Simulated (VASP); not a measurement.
SiNi2, 6 atoms in the cell. Symmetry: P6_3/mmc, No. 194, hexagonal system. Conventional cell: a = 3.798 Å, b = 3.798 Å, c = 4.794 Å, α = 90.00°, β = 90.00°, γ = 120.00°. Within 2.9 Å of Si (site symmetry -6m2) lie 11 Ni at 2.19 to 2.50 Å. Ni (site symmetry -3m) has 8 Ni at 2.40 to 2.50 Å and 6 Si at 2.50 Å within 3.2 Å. Ni (site symmetry -6m2) has 5 Si at 2.19 to 2.40 Å and 6 Ni at 2.50 Å within 2.9 Å. 

* Program: VASP 6.6.1
* Task: single point
* Functional: PBEsol
* Potentials or basis: VASP PAW PBE potentials, release 64 (Si, Ni)
* Cutoff: 520 eV
* k mesh: 12 × 12 × 8
* Occupations: gaussian, width 0.1 eV
* Spin: no spin polarisation
* Dipole correction: no
* Further INCAR settings: ALGO = Fast; EDIFF = 1e-06; NBANDS = 33

Potentials or basis: VASP PAW PBE potentials, release 64 (Si, Ni).

The run is started by

```bash
$ cat potpaw_PBE.64/Si/POTCAR potpaw_PBE.64/Ni/POTCAR > POTCAR
$ mpirun -np 1 vasp_std > vasp.out
```

Hardware: 1 thread of Intel Xeon 8259CL (shared host).

Task: Estimate the wall time of this run.

Result: Run time: 5.9 min on 1 thread of Intel Xeon 8259CL (shared host), peak memory 0.27 GiB. Counts: scf iterations 17, k points 95.
